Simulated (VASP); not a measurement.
Wanted: the native input for a VASP 6.6.1 run.

* Task: electric field gradients
* Functional: LDA
* Potentials or basis: VASP PAW LDA potentials, release 64 (Bi_d, Te)
* Cutoff: 520 eV
* k mesh: 10 × 10 × 10
* Occupations: fermi-dirac, width 0.08 eV
* Spin: no spin polarisation
* Dipole correction: no
* Further INCAR settings: ALGO = Normal; EDIFF = 1e-08; NBANDS = 18

The structure of BiTe lies in POSCAR:

```
BiTe
1.0
    0.0000000000      3.2241805212      3.2241805212
    3.2241805212      0.0000000000      3.2241805212
    3.2241805212      3.2241805212      0.0000000000
Bi Te
1 1
Direct
    0.0000000000      0.0000000000      0.0000000000
    0.5000000000      0.5000000000      0.5000000000
```

The input as run:

INCAR

```
  PREC = Accurate
  ENCUT = 520
  EDIFF = 1E-8
  ISMEAR = -1
  SIGMA = 0.08
  LREAL = False
  LASPH = True
  NELM = 60
  ALGO = Normal
  ISIF = 2
  LWAVE = False
  LCHARG = False
  GGA = CA
  LEFG = True
  NBANDS = 18
```

KPOINTS

```
Automatic mesh
0
Gamma
  10 10 10
```

Potentials or basis: VASP PAW LDA potentials, release 64 (Bi_d, Te).

Run with:

```bash
$ cat potpaw_LDA.64/Bi_d/POTCAR potpaw_LDA.64/Te/POTCAR > POTCAR
$ mpirun -np 1 vasp_std > vasp.out
```

Results of the run:

The pressure is -2.3 GPa. The band gap on the k mesh is zero (an odd number of electrons rules out a gap without spin polarisation) and the largest electric field gradient by atom is zero within the noise of the run.

Caveat: spin-orbit coupling is left out, which moves the levels of the heavy elements.

It took 72 s on 1 thread of Intel Xeon 8259CL (shared host), peak memory 0.21 GiB.
